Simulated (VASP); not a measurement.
# Hf4PtC3 in VASP: a series of runs

Hf4PtC3 is run at these levels: PBEsol; tasks: single point.

Everything below comes from runs of VASP 6.6.1. Logs are shortened: lines on timing, memory, paths and dates and some standing lists are left out, and cuts for length are marked.

## Step 1: The cell of the first run

The cell holds a slab with vacuum, 8 atoms: a = 3.258 Å, b = 3.258 Å, c = 26.980 Å, α = 90.00°, β = 90.00°, γ = 120.00°.

## Step 2: Single point, PBEsol

INCAR reads:

```
SYSTEM = Hf4PtC3
PREC = Accurate ; ENCUT = 520
EDIFF = 1E-6 ; ISMEAR = 0
SIGMA = 0.1 ; LREAL = .FALSE.
LASPH = .TRUE. ; NELM = 120
ALGO = Normal ; ISIF = 2
LWAVE = .FALSE. ; LCHARG = .FALSE.
LDIPOL = .TRUE. ; IDIPOL = 3
DIPOL = 0.5 0.5 0.491 ; GGA = PS
NBANDS = 41 ; GGA_COMPAT = .FALSE.
NELMDL = -8
```

KPOINTS reads:

```
regular mesh
0
G
  9 9 1
  0 0 0
```

POSCAR reads:

```
Hf4PtC3
1.0
    3.2578677663      0.0000000000      0.0000000000
   -1.6289338832      2.8213962478      0.0000000000
    0.0000000000      0.0000000000     26.9801136769
Hf C Pt
4 3 1
Direct
    0.3333333333      0.6666666667      0.3150468564
    0.0000000000      0.0000000000      0.4136393948
    0.6666666667      0.3333333333      0.5091422035
    0.3333333333      0.6666666667      0.6056902910
    0.6666666667      0.3333333333      0.3643431256
    0.3333333333      0.6666666667      0.4632179624
    0.0000000000      0.0000000000      0.5636326267
    0.3333333333      0.6666666667      0.6955559308
```

Potentials or basis: VASP PAW PBE potentials, release 64 (Hf_pv, C, Pt).

Command:

```sh
cat potpaw_PBE.64/Hf_pv/POTCAR potpaw_PBE.64/C/POTCAR potpaw_PBE.64/Pt/POTCAR > POTCAR
mpirun -np 1 vasp_std > vasp.out
```

OUTCAR:

```text
SYSTEM = Hf4PtC3
   PREC = Accurate
   ENCUT = 520
   EDIFF = 1E-6
   ISMEAR = 0
   LREAL = .FALSE.
   LASPH = .TRUE.
   NELM = 120
   ISIF = 2
   GGA = PS
   NELMDL = -8

 ion  position               nearest neighbor table
   1  0.333  0.667  0.315-   5 2.30   5 2.30   5 2.30   2 3.26   2 3.26   2 3.26
   2  0.000  0.000  0.414-   5 2.30   5 2.30   5 2.30   6 2.31   6 2.31   6 2.31   3 3.19   3 3.19
                             3 3.19   1 3.26   1 3.26   1 3.26
   3  0.667  0.333  0.509-   6 2.25   6 2.25   6 2.25   7 2.39   7 2.39   7 2.39   2 3.19   2 3.19
                             2 3.19   4 3.21   4 3.21   4 3.21
   4  0.333  0.667  0.606-   7 2.20   7 2.20   7 2.20   8 2.42   3 3.21   3 3.21   3 3.21
   5  0.667  0.333  0.364-   1 2.30   1 2.30   2 2.30   2 2.30   2 2.30   1 2.30
   6  0.333  0.667  0.463-   3 2.25   3 2.25   3 2.25   2 2.31   2 2.31   2 2.31
   7  0.000  0.000  0.564-   4 2.20   4 2.20   4 2.20   3 2.39   3 2.39   3 2.39
   8  0.333  0.667  0.696-   4 2.42

  LATTYP: Found a hexagonal cell.
 ALAT       =     3.2578677663
 C/A-ratio  =     8.2815250993

  Lattice vectors:

 A1 = (   3.2578677663,   0.0000000000,   0.0000000000)
 A2 = (  -1.6289338832,   2.8213962478,   0.0000000000)
 A3 = (   0.0000000000,   0.0000000000,  26.9801136769)

Analysis of symmetry for initial positions (statically):
=====================================================================
 Subroutine PRICEL returns:
 Original cell was already a primitive cell.

 Routine SETGRP: Setting up the symmetry group for a
 hexagonal supercell.

 Subroutine GETGRP returns: Found  6 space group operations
 (whereof  6 operations were pure point group operations)
 out of a pool of 24 trial point group operations.

The static configuration has the point symmetry C_3v.

Analysis of symmetry for dynamics (positions and initial velocities):
=====================================================================
 Subroutine PRICEL returns:
 Original cell was already a primitive cell.

 Routine SETGRP: Setting up the symmetry group for a
 hexagonal supercell.

 Subroutine GETGRP returns: Found  6 space group operations
 (whereof  6 operations were pure point group operations)
 out of a pool of 24 trial point group operations.

The dynamic configuration has the point symmetry C_3v.

 Subroutine INISYM returns: Found  6 space group operations
 (whereof  6 operations are pure point group operations),
 and found     1 'primitive' translations

----------------------------------------------------------------------------------------

                                     Primitive cell

  volume of cell :     247.9941

  direct lattice vectors                    reciprocal lattice vectors
     3.257867766  0.000000000  0.000000000     0.306949229  0.177217220  0.000000000
    -1.628933883  2.821396248  0.000000000     0.000000000  0.354434440  0.000000000
     0.000000000  0.000000000 26.980113677     0.000000000  0.000000000  0.037064336

  length of vectors
     3.257867766  3.257867766 26.980113677     0.354434440  0.354434440  0.037064336

  position of ions in fractional coordinates (direct lattice)
     0.333333333  0.666666667  0.315046856
     0.000000000  0.000000000  0.413639395
     0.666666667  0.333333333  0.509142203
     0.333333333  0.666666667  0.605690291
     0.666666667  0.333333333  0.364343126
     0.333333333  0.666666667  0.463217962
     0.000000000  0.000000000  0.563632627
     0.333333333  0.666666667  0.695555931

  ion indices of the primitive-cell ions
   primitive index   ion index
                 1           1
                 2           2
                 3           3
                 4           4
                 5           5
                 6           6
                 7           7
                 8           8

----------------------------------------------------------------------------------------

 KPOINTS: regular mesh

Automatic generation of k-mesh.
 Grid dimensions read from file:
 generate k-points for:    9    9    1

 Generating k-lattice:

  Cartesian coordinates                     Fractional coordinates (reciprocal lattice)
     0.034105470  0.019690802  0.000000000     0.111111111  0.000000000  0.000000000
     0.000000000  0.039381604  0.000000000     0.000000000  0.111111111  0.000000000
     0.000000000  0.000000000  0.037064336     0.000000000  0.000000000  1.000000000

  Length of vectors
     0.039381604  0.039381604  0.037064336

  Shift w.r.t. Gamma in fractional coordinates (k-lattice)
     0.000000000  0.000000000  0.000000000

 Subroutine IBZKPT returns following result:
 ===========================================

 Found     12 irreducible k-points:

 Following reciprocal coordinates:
            Coordinates               Weight
  0.000000  0.000000  0.000000      1.000000
  0.111111 -0.000000  0.000000      6.000000
  0.222222 -0.000000  0.000000      6.000000
  0.333333  0.000000  0.000000      6.000000
  0.444444 -0.000000  0.000000      6.000000
  0.111111  0.111111  0.000000      6.000000
  0.222222  0.111111  0.000000     12.000000
  0.333333  0.111111  0.000000     12.000000
  0.444444  0.111111  0.000000      6.000000
  0.222222  0.222222  0.000000      6.000000
  0.333333  0.222222  0.000000     12.000000
  0.333333  0.333333  0.000000      2.000000
   k-points           NKPTS =     12   k-points in BZ     NKDIM =     12   number of bands    NBANDS=     41
   number of dos      NEDOS =    301   number of ions     NIONS =      8
   total plane-waves  NPLWV = 120960
   dimension x,y,z NGX =    24 NGY =   24 NGZ =  210
   dimension x,y,z NGXF=    48 NGYF=   48 NGZF=  420
   ions per type =               4   3   1
   NGX,Y,Z   is equivalent  to a cutoff of  12.25, 12.25, 12.94 a.u.
   NGXF,Y,Z  is equivalent  to a cutoff of  24.49, 24.49, 25.88 a.u.
 SYSTEM =  Hf4PtC3
   PREC   = accura    normal or accurate (medium, high low for compatibility)
   ISTART =      0    job   : 0-new  1-cont  2-samecut
   ICHARG =      2    charge: 1-file 2-atom 10-const
   ISPIN  =      1    spin polarized calculation?
   LNONCOLLINEAR =      F non collinear calculations
   LSORBIT =      F    spin-orbit coupling
   LASPH  =      T    aspherical Exc in radial PAW
   ENCUT  =  520.0 eV  38.22 Ry    6.18 a.u.   6.06  6.06 50.17*2*pi/ulx,y,z
   NELM   =    120;   NELMIN=  2; NELMDL= -8     # of ELM steps
   EDIFF  = 0.1E-05   stopping-criterion for ELM
   LREAL  =      F    real-space projection
   EDIFFG = 0.1E-04   stopping-criterion for IOM
   NSW    =      0    number of steps for IOM
   IBRION =     -1    ionic relax: 0-MD 1-quasi-New 2-CG
   NFREE  =      0    steps in history (QN), initial steepest desc. (CG)
   ISIF   =      2    stress and relaxation
   ISYM   =      2    0-nonsym 1-usesym 2-fastsym
   POTIM  = 0.5000    time-step for ionic-motion
   TEBEG  =    0.0;   TEEND  =   0.0 temperature during run
   PSTRESS=    0.0 pullay stress
   NELECT =      62.0000    total number of electrons
   NUPDOWN=      -1.0000    fix difference up-down
   EMIN   =  10.00;   EMAX   =-10.00  energy-range for DOS
   EFERMI =   0.00;   METHOD = LEGACY
   ISMEAR =     0;   SIGMA  =   0.10  broadening in eV -4-tet -1-fermi 0-gaus
   EFERMI_NEDOS =   21; number of points for ismear=-14 and -15
   IALGO  =     38    algorithm
   IMIX   =      4    mixing-type and parameters
     AMIX     =   0.40;   BMIX     =  1.00
     AMIX_MAG =   1.60;   BMIX_MAG =  1.00
  volume/ion in A,a.u.               =      31.00       209.19
  Fermi-wavevector in a.u.,A,eV,Ry     =   1.031316  1.948904 14.471320  1.063612
  Thomas-Fermi vector in A             =   2.165458
   LORBIT       =      0    0 simple, 1 ext, 2 COOP (PROOUT), +10 PAW based schemes
   GGA     = PS    functional components
   LHFCALC =     F    Hartree Fock is set to
   AEXX    =    0.0000 exact exchange contribution
   IVDW    =     0    specifies the selected vdW correction
   LEPSILON=     F    determine dielectric tensor
   LRPA    =     F    only Hartree local field effects (RPA)
 non-spin polarized calculation
 Gauss-broadening in eV      SIGMA  =   0.10
  energy-cutoff  :      520.00
  volume of cell :      247.99
 maximum number of plane-waves:      6744
   NGX = 13   NGY = 13   NGZ =101

 dipolmoment           0.000000      0.000000     -0.418591 electrons x Angstroem

 number of electron      61.9999993 magnetization

 dipolmoment           0.000000      0.000000      0.017758 electrons x Angstroem

 Free energy of the ion-electron system (eV)
  ---------------------------------------------------
  ext. energy  EPLUGINS =         0.00000000
  ---------------------------------------------------
  free energy    TOTEN  =       -81.91027035 eV

  energy without entropy =      -81.88783169  energy(sigma->0) =      -81.89905102

 E-fermi :   0.4378     XC(G=0):  -6.3714

 val. band max:        0.4246370820   @ k =   0.3333   0.3333   0.0000
 cond. band min:       0.4773798446   @ k =   0.3333   0.1111   0.0000
 fundamental gap:      0.0527427626
 Fermi energy:         0.4377590914

 k-point     1 :       0.0000    0.0000    0.0000
  band No.  band energies     occupation
      1     -30.5584      2.00000
      2     -30.1547      2.00000
      3     -30.0540      2.00000
      4     -30.0540      2.00000
      5     -29.7529      2.00000
      6     -29.7433      2.00000
[... 33 lines left out ...]
     40       3.3693      0.00000
     41       3.7854      0.00000

 k-point     2 :       0.1111   -0.0000    0.0000
  band No.  band energies     occupation
      1     -30.5467      2.00000
      2     -30.1387      2.00000
      3     -30.1154      2.00000
      4     -30.0680      2.00000
      5     -29.8174      2.00000
      6     -29.7592      2.00000
[... 429 lines left out ...]
     40       5.0302      0.00000
     41       5.2026      0.00000

 k-point    12 :       0.3333    0.3333    0.0000
  band No.  band energies     occupation
      1     -30.4442      2.00000
      2     -30.4230      2.00000
      3     -30.3985      2.00000
      4     -30.1696      2.00000
      5     -30.1338      2.00000
      6     -29.9932      2.00000
[... 33 lines left out ...]
     40       4.6808      0.00000
     41       4.7726      0.00000

------------------------ aborting loop because EDIFF is reached ----------------------------------------

 vacuum level on the upper side and lower side of the slab       (xc-potential included)         0.016        -0.386

  FORCE on cell =-STRESS in cart. coord.  units (eV):
  Direction    XX          YY          ZZ          XY          YZ          ZX
  --------------------------------------------------------------------------------------
  -------------------------------------------------------------------------------------
  Total       -4.1742113     -4.1742113     -2.9837886      0.0000000      0.0000000     -0.0000000
  in kB      -26.9676868    -26.9676868    -19.2769054      0.0000000      0.0000000     -0.0000000
  external PRESSURE =     -24.4040930 kB  Pullay stress =       0.0000000 kB

 VOLUME and BASIS-vectors are now :
 -----------------------------------------------------------------------------
  energy-cutoff  :      520.00
  volume of cell :      247.99
      direct lattice vectors                 reciprocal lattice vectors
     3.257867766  0.000000000  0.000000000     0.306949229  0.177217220  0.000000000
    -1.628933883  2.821396248  0.000000000     0.000000000  0.354434440  0.000000000
     0.000000000  0.000000000 26.980113677     0.000000000  0.000000000  0.037064336

 POSITION                                       TOTAL-FORCE (eV/Angst)
 -----------------------------------------------------------------------------------
     -0.00000      1.88093      8.50000         0.000000     -0.000000      1.822157
      0.00000      0.00000     11.16004         0.000000     -0.000000     -0.187983
      1.62893      0.94047     13.73671        -0.000000     -0.000000      0.017800
     -0.00000      1.88093     16.34159         0.000000      0.000000      0.035684
      1.62893      0.94047      9.83002        -0.000000      0.000000     -1.619715
     -0.00000      1.88093     12.49767         0.000000     -0.000000     -0.009630
      0.00000      0.00000     15.20687         0.000000      0.000000      0.005224
     -0.00000      1.88093     18.76618        -0.000000     -0.000000     -0.063536
 -----------------------------------------------------------------------------------
    total drift:                                0.000000      0.000000     -0.002340

  FREE ENERGIE OF THE ION-ELECTRON SYSTEM (eV)
  ---------------------------------------------------
  free  energy   TOTEN  =       -81.9102703463 eV

  energy  without entropy=      -81.8878316923  energy(sigma->0) =      -81.89905102

 vacuum level on the upper side and lower side of the slab         5.175         4.789
```

Wall time 21 min (1 thread of Intel Xeon 8259CL, shared host); peak memory 0.42 GiB.

Results:

- Free energy: -81.9103 eV
- Largest force: 1.822 eV/Å
- Band gap on the k mesh: zero (bands 31 and 32 overlap by 0.83 eV)

Forces on the atoms (eV/Å):
```
Hf   0.000  0.000  1.822
Hf   0.000  0.000 -0.188
Hf   0.000  0.000  0.018
Hf   0.000  0.000  0.036
C    0.000  0.000 -1.620
C    0.000  0.000 -0.010
C    0.000  0.000  0.005
Pt   0.000  0.000 -0.064
```

Levels at points of the mesh, in eV from the Fermi level:
```csv
k point,band 28,band 29,band 30,band 31,band 32,band 33,band 34,band 35
"(0.00, 0.00, 0.00)",-1.64,-1.12,-1.12,-0.66,0.62,1.09,1.09,1.12
```

Caveat: the PAW data sets were made with another functional, which shifts forces and pressure a little; spin-orbit coupling is left out, which moves the levels of the heavy elements.

## Step 3: Single point, PBEsol

INCAR reads:

```
ALGO = Normal ; DIPOL = 0.5 0.5 0.490
EDIFF = 1E-6 ; ENCUT = 520
GGA = PS ; GGA_COMPAT = F
IDIPOL = 3 ; ISIF = 2
ISMEAR = 0 ; LASPH = T
LCHARG = F ; LDIPOL = T
LREAL = F ; LWAVE = F
NBANDS = 41 ; NELM = 120
NELMDL = -8 ; PREC = Accurate
SIGMA = 0.1
```

KPOINTS reads:

```
k-points
0
Gamma
  9 9 1
```

POSCAR reads:

```
Hf4PtC3
1.0
    3.2578677663      0.0000000000      0.0000000000
   -1.6289338832      2.8213962478      0.0000000000
    0.0000000000      0.0000000000     26.9801136769
Hf C Pt
4 3 1
Direct
    0.3333333333      0.6666666667      0.3150468564
    0.0000000000      0.0000000000      0.4136393948
    0.6666666667      0.3333333333      0.5097948354
    0.3333333333      0.6666666667      0.6076845676
    0.6666666667      0.3333333333      0.3643431256
    0.3333333333      0.6666666667      0.4631644864
    0.0000000000      0.0000000000      0.5628931166
    0.6666666667      0.3333333333      0.6800484600
```

Potentials or basis: VASP PAW PBE potentials, release 64 (Hf_pv, C, Pt).

Command:

```sh
cat potpaw_PBE.64/Hf_pv/POTCAR potpaw_PBE.64/C/POTCAR potpaw_PBE.64/Pt/POTCAR > POTCAR
mpirun -np 1 vasp_std > vasp.out
```

Run time: 17 min. Hardware: 1 thread of Intel Xeon 8259CL, shared host; peak memory 0.42 GiB.

Results (log left out):

* Free energy: -83.1464 eV
* Largest force: 1.705 eV/Å
* Band gap on the k mesh: zero (bands 31 and 32 overlap by 0.68 eV)

Forces on the atoms (eV/Å):
```
Hf   0.000  0.000  1.705
Hf   0.000  0.000 -0.096
Hf   0.000  0.000  0.009
Hf   0.000  0.000  0.067
C    0.000  0.000 -1.581
C    0.000  0.000 -0.014
C    0.000  0.000  0.004
Pt   0.000  0.000 -0.094
```

Levels at points of the mesh, in eV from the Fermi level:
```csv
k point,band 27,band 28,band 29,band 30,band 31,band 32,band 33,band 34,band 35,band 36
"(0.00, 0.00, 0.00)",-1.72,-1.72,-0.64,-0.64,-0.58,0.75,1.28,1.28,1.64,2.30
```

Caveat: the PAW data sets were made with another functional, which shifts forces and pressure a little; spin-orbit coupling is left out, which moves the levels of the heavy elements.

[end of part 1 of 2]
